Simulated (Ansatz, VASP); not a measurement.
One calculation of InSb, two programs

Contents of INCAR:

```
PREC = Accurate ; ENCUT = 520
EDIFF = 1E-6 ; ISMEAR = -1
SIGMA = 0.03 ; LREAL = F
LASPH = T ; NELM = 100
ALGO = Normal ; ISIF = 2
LWAVE = F ; LCHARG = T
GGA = CA ; LELF = T
LVHAR = T ; NBANDS = 16
```

File KPOINTS:

```
Automatic mesh
0
Gamma
  10 10 10
```

The input POSCAR:

```
InSb
1.0
    0.0000000000      3.2391000000      3.3362730000
    3.2391000000      0.0000000000      3.3362730000
    3.2391000000      3.2391000000      0.0000000000
In Sb
1 1
Direct
    0.0000000000      0.0000000000      0.0000000000
    0.7500000000      0.7500000000      0.7500000000
```

Input for Ansatz:

```yaml
crystal:
  lattice:
    - [0.0, 3.2391, 3.336273]
    - [3.2391, 0.0, 3.336273]
    - [3.2391, 3.2391, 0.0]
  atoms:
    - { symbol: In, position: [0.0, 0.0, 0.0] }
    - { symbol: Sb, position: [0.75, 0.75, 0.75] }
kpoints:
  mp_grid: { grid: [10, 10, 10] }
  band_path:
    path:
      - [0.0, 0.0, 0.0]
      - [0.5, 0.0, 0.5]
      - [0.75, 0.25, 0.5]
      - [0.5, 0.5, 0.5]
      - [0.0, 0.0, 0.0]
      - [0.5, 0.5, 0.0]
      - [0.6321755114, 0.6321755114, 0.2643510227]
      - [0.3678244886, 0.3678244886, 0.7356489773]
      - [0.0, 0.0, 0.0]
    npoints: 5
scf:
  occupations: { method: fermi_dirac, width: 0.03 }
hamiltonian:
  xc: lda
  pseudopotentials: { kind: all_electron, lapw: { basis_error: 0.00025 } }
output:
  forces: true
  stress: true
  eigenvalues: true
```

Change from the starting cell: zz strain of +3 %.

Alike in both runs: task single point; functional LDA; k mesh 10 × 10 × 10; occupations fermi-dirac, width 0.03 eV; no spin polarisation.

```csv
,VASP,Ansatz
version,VASP 6.6.1,Ansatz 0.2.0
potentials or method,"VASP PAW LDA potentials, release 64 (In_d, Sb), cutoff 520 eV","all-electron LAPW, scalar-relativistic"
```

|  | VASP | Ansatz | Ansatz less VASP |
| --- | --- | --- | --- |
| pressure (GPa) | -1.7 | -1.8 | -0.05 |
| traceless stress, the component that is largest in VASP (GPa) | -0.62 | -0.61 | +0.001 |

LDA's correlation is that of Perdew and Zunger in VASP and of Perdew and Wang (1992) in Ansatz. Ansatz ran all-electron here, and VASP with PAW potentials.

Neither program's run includes spin-orbit coupling.
